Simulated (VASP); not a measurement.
# CsSnBr3 (Pm-3m) in VASP: dielectric tensor with PBE

Aim: the dielectric tensor of CsSnBr3 with PBE.

Program: VASP 6.6.1. These are calculated values, not measurements. Logs are shortened: lines on timing, memory, paths and dates and some standing lists are left out, and cuts for length are marked.

### Step 1. The cell of the first run

The structure is cubic, space group Pm-3m (No. 221). Conventional cell: a = 5.839 Å, b = 5.839 Å, c = 5.839 Å, α = 90.00°, β = 90.00°, γ = 90.00°. Cs (site symmetry m-3m) has 12 Br at 4.13 Å and 8 Sn at 5.06 Å within 5.4 Å. Sn (site symmetry m-3m) has 6 Br at 2.92 Å within 3.8 Å. Within 3.8 Å of Br (site symmetry 4/mmm) lie 2 Sn at 2.92 Å.

### Step 2. Dielectric tensor, PBE

File INCAR:

```
ALGO = Normal ; EDIFF = 1E-8
ENCUT = 520 ; GGA = PE
ISIF = 2 ; ISMEAR = 0
LASPH = T ; LCHARG = F
LEPSILON = T ; LREAL = F
LWAVE = F ; NELM = 100
PREC = Accurate ; SIGMA = 0.01
```

File KPOINTS:

```
k-points
0
Gamma
  3 3 3
```

File POSCAR:

```
CsSnBr3
1.0
    5.8390056100      0.0000000000      0.0000000000
    0.0000000000      5.8390056100      0.0000000000
    0.0000000000      0.0000000000      5.8390056100
Cs Sn Br
1 1 3
Direct
    0.0000000000      0.0000000000      0.0000000000
    0.5000000000      0.5000000000      0.5000000000
    0.5000000000      0.0000000000      0.5000000000
    0.5000000000      0.5000000000      0.0000000000
    0.0000000000      0.5000000000      0.5000000000
```

Potentials or basis: VASP PAW PBE potentials, release 64 (Cs_sv, Sn_d, Br).

Command:

```bash
$ cat potpaw_PBE.64/Cs_sv/POTCAR potpaw_PBE.64/Sn_d/POTCAR potpaw_PBE.64/Br/POTCAR > POTCAR
$ mpirun -np 1 vasp_std > vasp.out
```

OUTCAR:

```text
EDIFF = 1E-8
   ENCUT = 520
   GGA = PE
   ISIF = 2
   ISMEAR = 0
   LASPH = T
   LEPSILON = T
   LREAL = F
   NELM = 100
   PREC = Accurate

 ion  position               nearest neighbor table
   1  0.000  0.000  0.000-
   2  0.500  0.500  0.500-   3 2.92   4 2.92   5 2.92   4 2.92   3 2.92   5 2.92
   3  0.500  0.000  0.500-   2 2.92   2 2.92
   4  0.500  0.500  0.000-   2 2.92   2 2.92
   5  0.000  0.500  0.500-   2 2.92   2 2.92

  LATTYP: Found a simple cubic cell.
 ALAT       =     5.8390056100

  Lattice vectors:

 A1 = (   5.8390056100,   0.0000000000,   0.0000000000)
 A2 = (   0.0000000000,   5.8390056100,   0.0000000000)
 A3 = (   0.0000000000,   0.0000000000,   5.8390056100)

Analysis of symmetry for initial positions (statically):
=====================================================================
 Subroutine PRICEL returns:
 Original cell was already a primitive cell.

 Routine SETGRP: Setting up the symmetry group for a
 simple cubic supercell.

 Subroutine GETGRP returns: Found 48 space group operations
 (whereof 48 operations were pure point group operations)
 out of a pool of 48 trial point group operations.

The static configuration has the point symmetry O_h .

Analysis of symmetry for dynamics (positions and initial velocities):
=====================================================================
 Subroutine PRICEL returns:
 Original cell was already a primitive cell.

 Routine SETGRP: Setting up the symmetry group for a
 simple cubic supercell.

 Subroutine GETGRP returns: Found 48 space group operations
 (whereof 48 operations were pure point group operations)
 out of a pool of 48 trial point group operations.

The dynamic configuration has the point symmetry O_h .

 Subroutine INISYM returns: Found 48 space group operations
 (whereof 48 operations are pure point group operations),
 and found     1 'primitive' translations

----------------------------------------------------------------------------------------

                                     Primitive cell

  volume of cell :     199.0750

  direct lattice vectors                    reciprocal lattice vectors
     5.839005610  0.000000000  0.000000000     0.171262038  0.000000000  0.000000000
     0.000000000  5.839005610  0.000000000     0.000000000  0.171262038  0.000000000
     0.000000000  0.000000000  5.839005610     0.000000000  0.000000000  0.171262038

  length of vectors
     5.839005610  5.839005610  5.839005610     0.171262038  0.171262038  0.171262038

  position of ions in fractional coordinates (direct lattice)
     0.000000000  0.000000000  0.000000000
     0.500000000  0.500000000  0.500000000
     0.500000000  0.000000000  0.500000000
     0.500000000  0.500000000  0.000000000
     0.000000000  0.500000000  0.500000000

  ion indices of the primitive-cell ions
   primitive index   ion index
                 1           1
                 2           2
                 3           3
                 4           4
                 5           5

----------------------------------------------------------------------------------------

 KPOINTS: k-points

Automatic generation of k-mesh.
 Grid dimensions read from file:
 generate k-points for:    3    3    3

 Generating k-lattice:

  Cartesian coordinates                     Fractional coordinates (reciprocal lattice)
     0.057087346  0.000000000  0.000000000     0.333333333  0.000000000  0.000000000
     0.000000000  0.057087346  0.000000000     0.000000000  0.333333333  0.000000000
[... 66 lines left out ...]
   LEPSILON=     T    determine dielectric tensor
   LRPA    =     F    only Hartree local field effects (RPA)
 non-spin polarized calculation
 Gauss-broadening in eV      SIGMA  =   0.01
  energy-cutoff  :      520.00
  volume of cell :      199.07
 maximum number of plane-waves:      5377
 NGX is ok and might be reduce to    48
   NGX = 21   NGY = 21   NGZ = 21

--------------------------------------- Ionic step        1  -------------------------------------------

 number of electron      44.0000008 magnetization

 E-fermi :   0.6116     XC(G=0):  -7.6615

 val. band max:        0.5470316746   @ k =   0.3333   0.3333   0.3333
 cond. band min:       3.8112028441   @ k =   0.3333   0.3333   0.3333
 fundamental gap:      3.2641711695
 Fermi energy:         0.6115539009

 k-point     1 :       0.0000    0.0000    0.0000
  band No.  band energies     occupation
      1     -20.1078      2.00000
      2     -19.9774      2.00000
      3     -19.9774      2.00000
      4     -19.9498      2.00000
      5     -19.9498      2.00000
      6     -19.9498      2.00000
[... 105 lines left out ...]
     25       4.2674      0.00000
     26       6.0790      0.00000

  FORCE on cell =-STRESS in cart. coord.  units (eV):
  Direction    XX          YY          ZZ          XY          YZ          ZX
  --------------------------------------------------------------------------------------
  -------------------------------------------------------------------------------------
  Total        0.2775689      0.2775689      0.2775689      0.0000000     -0.0000000     -0.0000000
  in kB        2.2339051      2.2339051      2.2339051      0.0000000     -0.0000000     -0.0000000
  external PRESSURE =       2.2339051 kB  Pullay stress =       0.0000000 kB

 VOLUME and BASIS-vectors are now :
 -----------------------------------------------------------------------------
  energy-cutoff  :      520.00
  volume of cell :      199.07
      direct lattice vectors                 reciprocal lattice vectors
     5.839005610  0.000000000  0.000000000     0.171262038  0.000000000  0.000000000
     0.000000000  5.839005610  0.000000000     0.000000000  0.171262038  0.000000000
     0.000000000  0.000000000  5.839005610     0.000000000  0.000000000  0.171262038

 POSITION                                       TOTAL-FORCE (eV/Angst)
 -----------------------------------------------------------------------------------
      0.00000      0.00000      0.00000         0.000000      0.000000      0.000000
      2.91950      2.91950      2.91950         0.000000      0.000000      0.000000
      2.91950      0.00000      2.91950         0.000000      0.000000      0.000000
      2.91950      2.91950      0.00000         0.000000      0.000000      0.000000
      0.00000      2.91950      2.91950         0.000000      0.000000      0.000000
 -----------------------------------------------------------------------------------
    total drift:                                0.000000     -0.000000     -0.000000

  FREE ENERGIE OF THE ION-ELECTRON SYSTEM (eV)
  ---------------------------------------------------
  free  energy   TOTEN  =       -15.9863664002 eV

  energy  without entropy=      -15.9863664002  energy(sigma->0) =      -15.98636640

 HEAD OF MICROSCOPIC STATIC DIELECTRIC TENSOR (INDEPENDENT PARTICLE, excluding Hartree and local field effects)
 ------------------------------------------------------
           3.738483    -0.000000    -0.000000
           0.000000     3.738483     0.000000
           0.000000     0.000000     3.738483
 ------------------------------------------------------

 Free energy of the ion-electron system (eV)
  ---------------------------------------------------
  ---------------------------------------------------
  free energy    TOTEN  =        -1.47856239 eV

  energy without entropy =       -1.47856239

------------------------ aborting loop because EDIFF is reached ----------------------------------------

--------------------------------------- Ionic step        2  -------------------------------------------

------------------------ aborting loop because EDIFF is reached ----------------------------------------

--------------------------------------- Ionic step        3  -------------------------------------------

 Free energy of the ion-electron system (eV)
  ---------------------------------------------------
  ---------------------------------------------------
  free energy    TOTEN  =        -1.47856236 eV

  energy without entropy =       -1.47856236

------------------------ aborting loop because EDIFF is reached ----------------------------------------

 PIEZOELECTRIC TENSOR FIELD DIRECTION 3  (e Angst)
 -----------------------------------------------------------------------------
    -0.00358  0.00000 -0.00000           ( -0.00001  0.00000  0.00000)
     0.00000 -0.00358  0.00000           (  0.00000 -0.00001 -0.00000)
     0.00000 -0.00000  0.01287           (  0.00000 -0.00000  0.00003)

 PIEZOELECTRIC TENSOR FIELD DIRECTION 3  (C/m^2)
 -----------------------------------------------------------------------------
    -0.00029  0.00000 -0.00000
     0.00000 -0.00029  0.00000
     0.00000 -0.00000  0.00104

 MACROSCOPIC STATIC DIELECTRIC TENSOR (including local field effects in DFT)
 ------------------------------------------------------
           3.409499     0.000000    -0.000000
           0.000000     3.409499     0.000000
          -0.000000     0.000000     3.409499
 ------------------------------------------------------

 PIEZOELECTRIC TENSOR (including local field effects)  for field in x, y, z        (e  Angst)
          XX          YY          ZZ          XY          YZ          ZX
  --------------------------------------------------------------------------------
  x     0.00000     0.00000     0.00000     0.00000     0.00000     0.00000
  y     0.00000     0.00000     0.00000     0.00000     0.00000     0.00000
  z     0.00000     0.00000     0.00000     0.00000     0.00000     0.00000

 PIEZOELECTRIC TENSOR (including local field effects)  for field in x, y, z        (C/m^2)
          XX          YY          ZZ          XY          YZ          ZX
  --------------------------------------------------------------------------------
  x     0.00000     0.00000     0.00000     0.00000     0.00000     0.00000
  y     0.00000     0.00000     0.00000     0.00000     0.00000     0.00000
  z     0.00000     0.00000     0.00000     0.00000     0.00000     0.00000

 BORN EFFECTIVE CHARGES (including local field effects) (in |e|, cummulative output)
 ---------------------------------------------------------------------------------
 ion    1
    1     0.94027     0.00000     0.00000
    2     0.00000     0.94027    -0.00000
    3    -0.00000    -0.00000     0.94027
 ion    2
    1     4.29843    -0.00000    -0.00000
    2     0.00000     4.29843     0.00000
    3     0.00000    -0.00000     4.29843
 ion    3
    1    -1.34867     0.00000    -0.00000
    2     0.00000    -2.54136     0.00000
    3     0.00000     0.00000    -1.34867
 ion    4
    1    -1.34867     0.00000     0.00000
    2     0.00000    -1.34867     0.00000
    3    -0.00000     0.00000    -2.54136
 ion    5
    1    -2.54136     0.00000    -0.00000
    2     0.00000    -1.34867    -0.00000
    3    -0.00000     0.00000    -1.34867
```

Wall time 6 min (1 thread of AMD EPYC 7R13 (Zen 3), shared host); peak memory 0.39 GiB.

Results:

- Band gap on the k mesh: 3.26 eV
- Electronic dielectric tensor (diagonal): 3.41
- Born charges (mean of the diagonal): Cs +0.94; Sn +4.30; Br -1.75 e

Levels at points of the mesh, in eV from the valence-band top:
```
           k point  band 19  band 20  band 21  band 22  band 23  band 24  band 25  band 26
(0.00, 0.00, 0.00)    -1.40    -1.27    -1.27    -1.27     3.86     4.90     4.90     5.55
```

Electronic dielectric tensor:
```
3.41 0.00 0.00
0.00 3.41 0.00
0.00 0.00 3.41
```

Born effective charge tensors (e):
atom 1, Cs
```
0.94 0.00 0.00
0.00 0.94 0.00
0.00 0.00 0.94
```
atom 2, Sn
```
4.30 0.00 0.00
0.00 4.30 0.00
0.00 0.00 4.30
```
atom 3, Br
```
-1.35  0.00  0.00
 0.00 -2.54  0.00
 0.00  0.00 -1.35
```
atom 4, Br
```
-1.35  0.00  0.00
 0.00 -1.35  0.00
 0.00  0.00 -2.54
```
atom 5, Br
```
-2.54  0.00  0.00
 0.00 -1.35  0.00
 0.00  0.00 -1.35
```

Caveat: spin-orbit coupling is left out, which moves the levels of the heavy elements; an odd mesh through Γ misses points on the zone boundary, where band edges can lie.
